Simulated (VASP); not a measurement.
# Al2O3 in VASP: notebook

Al2O3 is run at these levels: PBE; tasks: relaxation of cell and atoms, single point.

All numbers are computed with VASP 6.6.1; they aren't measurements. Logs are shortened: lines on timing, memory, paths and dates and some standing lists are left out, and cuts for length are marked.

**1. The cell of the first run**

The structure is trigonal, space group R-3c (No. 167). Conventional cell: a = 4.805 Å, b = 4.805 Å, c = 13.116 Å, α = 90.00°, β = 90.00°, γ = 120.00°. Within 2.5 Å of Al (site symmetry 3) lie 6 O at 1.87 to 1.99 Å. O (site symmetry 2) has 4 Al at 1.87 to 1.99 Å and 12 O at 2.55 to 2.89 Å within 2.9 Å.

**2. Relaxation of cell and atoms, PBE**

The input, INCAR:

```
SYSTEM = Al2O3
ALGO = Normal
EDIFF = 1E-6
EDIFFG = -0.005
ENCUT = 600
GGA = PE
IBRION = 2
ISIF = 3
ISMEAR = 0
LASPH = .TRUE.
LCHARG = .FALSE.
LREAL = .FALSE.
LWAVE = .FALSE.
NELM = 80
NSW = 100
PREC = Accurate
SIGMA = 0.02
```

The input, KPOINTS:

```
k-points
0
G
  6 6 6
  0 0 0
```

The input, POSCAR:

```
Al2O3
1.0
    2.4025136104      1.3870918797      4.3720844159
   -2.4025136104      1.3870918797      4.3720844159
    0.0000000000     -2.7741837594      4.3720844159
Al O
4 6
Direct
    0.1479040000      0.1479040000      0.1479040000
    0.3520960000      0.3520960000      0.3520960000
    0.6479040000      0.6479040000      0.6479040000
    0.8520960000      0.8520960000      0.8520960000
    0.9438545000      0.5561455000      0.2500000000
    0.4438545000      0.7500000000      0.0561455000
    0.5561455000      0.2500000000      0.9438545000
    0.2500000000      0.9438545000      0.5561455000
    0.7500000000      0.0561455000      0.4438545000
    0.0561455000      0.4438545000      0.7500000000
```

Potentials or basis: VASP PAW PBE potentials, release 64 (Al, O).

Run with:

```
cat potpaw_PBE.64/Al/POTCAR potpaw_PBE.64/O/POTCAR > POTCAR
mpirun -np 1 vasp_std > vasp.out
```

OUTCAR:

```text
SYSTEM = Al2O3
   EDIFF = 1E-6
   EDIFFG = -0.005
   ENCUT = 600
   GGA = PE
   IBRION = 2
   ISIF = 3
   ISMEAR = 0
   LASPH = .TRUE.
   LREAL = .FALSE.
   NELM = 80
   NSW = 100
   PREC = Accurate

 ion  position               nearest neighbor table
   1  0.148  0.148  0.148-   6 1.87  10 1.87   9 1.87   5 1.99   7 1.99   8 1.99   2 2.68   4 2.82
                             4 2.82   4 2.82   2 3.25   2 3.25   2 3.25
   2  0.352  0.352  0.352-   9 1.87  10 1.87   6 1.87   5 1.99   8 1.99   7 1.99   1 2.68   3 2.82
                             3 2.82   3 2.82   1 3.25   1 3.25   1 3.25
   3  0.648  0.648  0.648-   8 1.87   5 1.87   7 1.87  10 1.99   9 1.99   6 1.99   4 2.68   2 2.82
                             2 2.82   2 2.82   4 3.25   4 3.25   4 3.25
   4  0.852  0.852  0.852-   7 1.87   5 1.87   8 1.87  10 1.99   6 1.99   9 1.99   3 2.68   1 2.82
                             1 2.82   1 2.82   3 3.25   3 3.25   3 3.25
   5  0.944  0.556  0.250-   3 1.87   4 1.87   1 1.99   2 1.99
   6  0.444  0.750  0.056-   1 1.87   2 1.87   4 1.99   3 1.99
   7  0.556  0.250  0.944-   4 1.87   3 1.87   1 1.99   2 1.99
   8  0.250  0.944  0.556-   3 1.87   4 1.87   2 1.99   1 1.99
   9  0.750  0.056  0.444-   2 1.87   1 1.87   3 1.99   4 1.99
  10  0.056  0.444  0.750-   1 1.87   2 1.87   3 1.99   4 1.99

  LATTYP: Found a trigonal (rhomboedric) cell.
 ALAT       =     5.1779549699
 COS(alpha) =     0.5694286086

  Lattice vectors:

 A1 = (   2.4025136104,   1.3870918797,   4.3720844159)
 A2 = (  -2.4025136104,   1.3870918797,   4.3720844159)
 A3 = (   0.0000000000,  -2.7741837594,   4.3720844159)

Analysis of symmetry for initial positions (statically):
=====================================================================
 Subroutine PRICEL returns:
 Original cell was already a primitive cell.

 Routine SETGRP: Setting up the symmetry group for a
 trigonal (rhombohedral) supercell.

 Subroutine GETGRP returns: Found 12 space group operations
 (whereof  6 operations were pure point group operations)
 out of a pool of 12 trial point group operations.

The static configuration has the point symmetry S_6 .
 The point group associated with its full space group is D_3d.

Analysis of symmetry for dynamics (positions and initial velocities):
=====================================================================
 Subroutine PRICEL returns:
 Original cell was already a primitive cell.

 Routine SETGRP: Setting up the symmetry group for a
 trigonal (rhombohedral) supercell.

 Subroutine GETGRP returns: Found 12 space group operations
 (whereof  6 operations were pure point group operations)
 out of a pool of 12 trial point group operations.

The dynamic configuration has the point symmetry S_6 .
 The point group associated with its full space group is D_3d.

 Subroutine INISYM returns: Found 12 space group operations
 (whereof  6 operations are pure point group operations),
 and found     1 'primitive' translations

----------------------------------------------------------------------------------------

                                     Primitive cell

  volume of cell :      87.4200

  direct lattice vectors                    reciprocal lattice vectors
     2.402513610  1.387091880  4.372084416     0.208115366  0.120155463  0.076241285
    -2.402513610  1.387091880  4.372084416    -0.208115366  0.120155463  0.076241285
     0.000000000 -2.774183759  4.372084416     0.000000000 -0.240310925  0.076241285

  length of vectors
     5.177954970  5.177954970  5.177954970     0.252115201  0.252115201  0.252115201

  position of ions in fractional coordinates (direct lattice)
     0.147904000  0.147904000  0.147904000
     0.352096000  0.352096000  0.352096000
     0.647904000  0.647904000  0.647904000
     0.852096000  0.852096000  0.852096000
     0.943854500  0.556145500  0.250000000
     0.443854500  0.750000000  0.056145500
     0.556145500  0.250000000  0.943854500
     0.250000000  0.943854500  0.556145500
     0.750000000  0.056145500  0.443854500
     0.056145500  0.443854500  0.750000000

  ion indices of the primitive-cell ions
   primitive index   ion index
                 1           1
                 2           2
                 3           3
                 4           4
                 5           5
                 6           6
                 7           7
                 8           8
                 9           9
                10          10
[... 70 lines left out ...]
   ENCUT  =  600.0 eV  44.10 Ry    6.64 a.u.  10.34 10.34 10.34*2*pi/ulx,y,z
   NELM   =     80;   NELMIN=  2; NELMDL= -5     # of ELM steps
   EDIFF  = 0.1E-05   stopping-criterion for ELM
   LREAL  =      F    real-space projection
   EDIFFG = -.5E-02   stopping-criterion for IOM
   NSW    =    100    number of steps for IOM
   IBRION =      2    ionic relax: 0-MD 1-quasi-New 2-CG
   NFREE  =      1    steps in history (QN), initial steepest desc. (CG)
   ISIF   =      3    stress and relaxation
   ISYM   =      2    0-nonsym 1-usesym 2-fastsym
   POTIM  = 0.5000    time-step for ionic-motion
   TEBEG  =    0.0;   TEEND  =   0.0 temperature during run
   PSTRESS=    0.0 pullay stress
   NELECT =      48.0000    total number of electrons
   NUPDOWN=      -1.0000    fix difference up-down
   EMIN   =  10.00;   EMAX   =-10.00  energy-range for DOS
   EFERMI =   0.00;   METHOD = LEGACY
   ISMEAR =     0;   SIGMA  =   0.02  broadening in eV -4-tet -1-fermi 0-gaus
   EFERMI_NEDOS =   21; number of points for ismear=-14 and -15
   IALGO  =     38    algorithm
   IMIX   =      4    mixing-type and parameters
     AMIX     =   0.40;   BMIX     =  1.00
     AMIX_MAG =   1.60;   BMIX_MAG =  1.00
  volume/ion in A,a.u.               =       8.74        58.99
  Fermi-wavevector in a.u.,A,eV,Ry     =   1.340556  2.533283 24.450898  1.797090
  Thomas-Fermi vector in A             =   2.468859
   LORBIT       =      0    0 simple, 1 ext, 2 COOP (PROOUT), +10 PAW based schemes
   GGA     = PE    functional components
   LHFCALC =     F    Hartree Fock is set to
   AEXX    =    0.0000 exact exchange contribution
   IVDW    =     0    specifies the selected vdW correction
   LEPSILON=     F    determine dielectric tensor
   LRPA    =     F    only Hartree local field effects (RPA)
 conjugate gradient relaxation of ions
 non-spin polarized calculation
 Gauss-broadening in eV      SIGMA  =   0.02
  energy-cutoff  :      600.00
  volume of cell :       87.42
 maximum number of plane-waves:      2964
 NGX is ok and might be reduce to    42

--------------------------------------- Ionic step        1  -------------------------------------------

 number of electron      47.9999999 magnetization

 Free energy of the ion-electron system (eV)
  ---------------------------------------------------
  ext. energy  EPLUGINS =         0.00000000
  ---------------------------------------------------
  free energy    TOTEN  =       -74.83202958 eV

  energy without entropy =      -74.83202958  energy(sigma->0) =      -74.83202958

------------------------ aborting loop because EDIFF is reached ----------------------------------------

  FORCE on cell =-STRESS in cart. coord.  units (eV):
  Direction    XX          YY          ZZ          XY          YZ          ZX
  --------------------------------------------------------------------------------------
  -------------------------------------------------------------------------------------
  Total        0.0272695      0.0272695     -0.0308920     -0.0000000      0.0000000      0.0000000
  in kB        0.4997784      0.4997784     -0.5661683     -0.0000000      0.0000000      0.0000000
  external PRESSURE =       0.1444629 kB  Pullay stress =       0.0000000 kB

 VOLUME and BASIS-vectors are now :
 -----------------------------------------------------------------------------
  energy-cutoff  :      600.00
  volume of cell :       87.42
      direct lattice vectors                 reciprocal lattice vectors
     2.402513610  1.387091880  4.372084416     0.208115366  0.120155463  0.076241285
    -2.402513610  1.387091880  4.372084416    -0.208115366  0.120155463  0.076241285
     0.000000000 -2.774183759  4.372084416     0.000000000 -0.240310925  0.076241285

 POSITION                                       TOTAL-FORCE (eV/Angst)
 -----------------------------------------------------------------------------------
      0.00000      0.00000      1.93995         0.000000      0.000000     -0.011920
      0.00000      0.00000      4.61818         0.000000      0.000000      0.011920
      0.00000      0.00000      8.49807         0.000000      0.000000     -0.011920
      0.00000      0.00000     11.17631         0.000000      0.000000      0.011920
      0.93148      1.38709      7.65115        -0.005004      0.000000     -0.000000
     -0.73552      1.50023      5.46511        -0.002502     -0.004334      0.000000
      0.73552     -1.50023      7.65115         0.002502      0.004334      0.000000
     -1.66699      0.11314      7.65115         0.002502     -0.004334      0.000000
      1.66699     -0.11314      5.46511        -0.002502      0.004334      0.000000
     -0.93148     -1.38709      5.46511         0.005004      0.000000     -0.000000
 -----------------------------------------------------------------------------------
    total drift:                               -0.000000      0.000000     -0.000000

  FREE ENERGIE OF THE ION-ELECTRON SYSTEM (eV)
  ---------------------------------------------------
  free  energy   TOTEN  =       -74.8320295776 eV

  energy  without entropy=      -74.8320295776  energy(sigma->0) =      -74.83202958

--------------------------------------- Ionic step        2  -------------------------------------------

 number of electron      47.9999999 magnetization

 Free energy of the ion-electron system (eV)
  ---------------------------------------------------
  ext. energy  EPLUGINS =         0.00000000
  ---------------------------------------------------
  free energy    TOTEN  =       -74.83205522 eV

  energy without entropy =      -74.83205522  energy(sigma->0) =      -74.83205522

 E-fermi :   5.9275     XC(G=0): -11.5474

 val. band max:        5.8195945042   @ k =   0.0000   0.0000   0.0000
 cond. band min:      11.6918020641   @ k =   0.0000   0.0000   0.0000
 fundamental gap:      5.8722075599
 Fermi energy:         5.9275127099

 k-point     1 :       0.0000    0.0000    0.0000
  band No.  band energies     occupation
      1     -13.2080      2.00000
      2     -10.9801      2.00000
      3     -10.7166      2.00000
      4     -10.7166      2.00000
      5     -10.4097      2.00000
      6     -10.4097      2.00000
[... 781 lines left out ...]
     29      16.0169      0.00000
     30      16.7755      0.00000

 [... further k-points ...]

------------------------ aborting loop because EDIFF is reached ----------------------------------------

  FORCE on cell =-STRESS in cart. coord.  units (eV):
  Direction    XX          YY          ZZ          XY          YZ          ZX
  --------------------------------------------------------------------------------------
  -------------------------------------------------------------------------------------
  Total       -0.0088330     -0.0088330     -0.0242172     -0.0000000      0.0000000      0.0000000
  in kB       -0.1618671     -0.1618671     -0.4437861     -0.0000000      0.0000000      0.0000000
  external PRESSURE =      -0.2558401 kB  Pullay stress =       0.0000000 kB

 VOLUME and BASIS-vectors are now :
 -----------------------------------------------------------------------------
  energy-cutoff  :      600.00
  volume of cell :       87.43
      direct lattice vectors                 reciprocal lattice vectors
     2.402829674  1.387274359  4.371432839     0.208087991  0.120139658  0.076252649
    -2.402829674  1.387274359  4.371432839    -0.208087991  0.120139658  0.076252649
     0.000000000 -2.774548719  4.371432839     0.000000000 -0.240279315  0.076252649

 POSITION                                       TOTAL-FORCE (eV/Angst)
 -----------------------------------------------------------------------------------
      0.00000      0.00000      1.93908         0.000000     -0.000000     -0.003652
      0.00000      0.00000      4.61807         0.000000     -0.000000      0.003652
      0.00000      0.00000      8.49623         0.000000     -0.000000     -0.003652
      0.00000      0.00000     11.17522         0.000000      0.000000      0.003652
      0.93136      1.38727      7.65001         0.002672      0.000000      0.000000
     -0.73574      1.50022      5.46429         0.001336      0.002314     -0.000000
      0.73574     -1.50022      7.65001        -0.001336     -0.002314     -0.000000
     -1.66709      0.11294      7.65001        -0.001336      0.002314     -0.000000
      1.66709     -0.11294      5.46429         0.001336     -0.002314     -0.000000
     -0.93136     -1.38727      5.46429        -0.002672      0.000000      0.000000
 -----------------------------------------------------------------------------------
    total drift:                                0.000000     -0.000000      0.000000

  FREE ENERGIE OF THE ION-ELECTRON SYSTEM (eV)
  ---------------------------------------------------
  free  energy   TOTEN  =       -74.8320552241 eV

  energy  without entropy=      -74.8320552241  energy(sigma->0) =      -74.83205522

 reached required accuracy - stopping structural energy minimisation
```

It took 88 s on 1 thread of Intel Xeon 6975P-C (Granite Rapids), shared host; peak memory 0.29 GiB.

What came out:

* Free energy: -74.8321 eV
* Relaxed volume: 8.74 Å³/atom
* Relaxed cell: a = 5.178 Å, b = 5.178 Å, c = 5.178 Å, α = 55.30°, β = 55.30°, γ = 55.30°
* Space group after relaxing (to 0.1 Å): R-3c (No. 167)
* Energy gained by relaxing: 0.0 meV/atom
* Ionic steps: 2
* Pressure after relaxing: 0.0 GPa
* Largest force after relaxing: 0.004 eV/Å
* Band gap on the k mesh: 5.87 eV

Forces on the atoms (eV/Å):
```
Al   0.000  0.000 -0.004
Al   0.000  0.000  0.004
Al   0.000  0.000 -0.004
Al   0.000  0.000  0.004
O    0.003  0.000  0.000
O    0.001  0.002  0.000
O   -0.001 -0.002  0.000
O   -0.001  0.002  0.000
O    0.001 -0.002  0.000
O   -0.003  0.000  0.000
```

Final structure:
```
Al O
1.0
     2.40283    1.38727    4.37143
    -2.40283    1.38727    4.37143
     0.00000   -2.77455    4.37143
Al O
4 6
Direct
  0.14786 0.14786 0.14786
  0.35214 0.35214 0.35214
  0.64786 0.64786 0.64786
  0.85214 0.85214 0.85214
  0.94380 0.55620 0.25000
  0.44380 0.75000 0.05620
  0.55620 0.25000 0.94380
  0.25000 0.94380 0.55620
  0.75000 0.05620 0.44380
  0.05620 0.44380 0.75000
```

**3. Single point, PBE**

This run uses another cell than the first one: it holds 40 atoms, not 10.

The input, INCAR:

```
SYSTEM = Al2O3
PREC     = Accurate       ! precision mode
ENCUT    = 520            ! plane-wave cutoff, eV
EDIFF    = 1E-7           ! SCF threshold, eV
ISMEAR   = 0              ! smearing method
SIGMA    = 0.02           ! smearing width, eV
LREAL    = Auto         
LASPH    = .TRUE.         ! aspherical terms in the spheres
NELM     = 100            ! most SCF steps
ALGO     = Normal         ! electronic algorithm
ISIF     = 2              ! what is computed and relaxed
LWAVE    = .FALSE.        ! write WAVECAR
LCHARG   = .TRUE.         ! write CHGCAR
GGA      = PE             ! functional
LELF     = .TRUE.         ! ELF
LVHAR    = .TRUE.       
NBANDS   = 122            ! bands
```

The input, KPOINTS:

```
Automatic mesh
0
Gamma
  2 2 2
  0.5 0.5 0.5
```

The input, POSCAR:

```
Al2O3
1.0
   -4.8085976127     -2.7762451261      4.3749117470
    4.8085976127     -2.7762451261      4.3749117470
    0.0000000000      5.5524902522      4.3749117470
Al O
16 24
Direct
    0.1482510084      0.1472169715      0.1477038750
    0.6481132139      0.6472921855      0.1476199431
    0.6481473828      0.1472754490      0.6477108975
    0.1481497520      0.6473142836      0.6476414813
    0.3525400898      0.3514984423      0.3519241421
    0.8524422505      0.8515299159      0.3518604497
    0.8525244514      0.3515428147      0.8519708284
    0.3525645093      0.8514458139      0.8519788794
    0.6483606910      0.6474584530      0.6477086108
    0.1482935225      0.1472877630      0.6478518238
    0.1482094227      0.6472301511      0.1479103652
    0.6481762016      0.1473217343      0.1476930202
    0.8526473478      0.8515839024      0.8521802979
    0.3526439717      0.3517145395      0.8519998145
    0.3526050818      0.8516270620      0.3520822664
    0.8526113273      0.3515165446      0.3520371881
    0.4035629597      0.5963997827      0.7498206269
    0.9035824272      0.0963411191      0.7499945044
    0.9034173116      0.5964885789      0.2499486952
    0.4035195864      0.0963932379      0.2500179799
    0.4035345885      0.2495605627      0.5967942330
    0.9035071854      0.7494731070      0.5967655229
    0.9036196842      0.2495662861      0.0968294383
    0.4035408122      0.7495502445      0.0968138815
    0.5973263114      0.7496802723      0.4030050256
    0.0973734029      0.2494439631      0.4029890514
    0.0973840637      0.7494416017      0.9030288638
    0.5973946832      0.2496374383      0.9030048918
    0.7505107186      0.4025787457      0.5968320983
    0.2504489684      0.9025397722      0.5968322992
    0.2504922618      0.4025754553      0.0968409975
    0.7505027473      0.9026775939      0.0968499894
    0.2503871154      0.5963596845      0.4029826627
    0.7504041017      0.0963702748      0.4030131068
    0.7504230420      0.5964729136      0.9030328551
    0.2505820791      0.0963330305      0.9030368512
    0.5973495200      0.4025874288      0.2498769922
    0.0973505596      0.9025754649      0.2499117600
    0.0973241681      0.4025265470      0.7499920071
    0.5973456466      0.9026088132      0.7499942705
```

Potentials or basis: VASP PAW PBE potentials, release 64 (Al, O).

Run with:

```
cat potpaw_PBE.64/Al/POTCAR potpaw_PBE.64/O/POTCAR > POTCAR
mpirun -np 1 vasp_std > vasp.out
```

It took 3 min on 1 thread of Intel Xeon 6975P-C (Granite Rapids), shared host; peak memory 0.42 GiB.

Results (log left out):

```yaml
Free_energy: -299.2625 eV
Pressure: -0.1 GPa
Largest_force: 0.026 eV/Å
Band_gap_on_the_k_mesh: 6.95 eV
```

Forces in eV/Å, atoms in the order of the input:
```
Al   0.003 -0.004  0.000
Al  -0.007  0.007  0.010
Al  -0.008 -0.007  0.006
Al  -0.006  0.006  0.002
Al   0.006  0.006  0.017
Al   0.003  0.001  0.026
Al   0.004  0.001  0.017
Al   0.010  0.003  0.014
Al  -0.006  0.004 -0.009
Al   0.002 -0.007 -0.005
Al   0.004 -0.016 -0.003
Al  -0.003 -0.001  0.012
Al   0.006 -0.009  0.001
Al   0.004  0.009 -0.001
Al   0.007  0.002  0.000
Al   0.009 -0.001  0.007
O    0.002  0.001  0.003
O    0.006  0.000 -0.005
O   -0.011  0.003 -0.007
O   -0.001 -0.008 -0.005
O   -0.001  0.005 -0.004
O    0.005  0.001  0.001
O    0.005  0.003 -0.011
O   -0.001  0.005 -0.005
O   -0.009  0.005 -0.013
O    0.000  0.005  0.001
O   -0.002  0.003 -0.004
O   -0.005  0.004 -0.010
O    0.003 -0.002 -0.003
O    0.001  0.000  0.000
O   -0.002 -0.003 -0.003
O    0.000 -0.002 -0.010
O   -0.003 -0.002  0.000
O    0.001 -0.003  0.001
O   -0.008 -0.004 -0.006
O    0.004 -0.003 -0.004
O   -0.001  0.003 -0.003
O   -0.005  0.004 -0.005
O   -0.002 -0.009  0.002
O   -0.004 -0.001 -0.004
```

Stress tensor (GPa, compression positive):
```
-0.07  0.01  0.00
 0.01 -0.09  0.00
 0.00  0.00 -0.20
```

Levels at points of the mesh, in eV from the valence-band top:
```
           k point  band 93  band 94  band 95  band 96  band 97  band 98  band 99  band 100
(0.25, 0.25, 0.25)    -0.26    -0.26     0.00     0.00     6.95     9.02     9.13      9.13
```

Caveat: a shifted mesh leaves out Γ, where band edges can lie. A k mesh can miss the band edges.
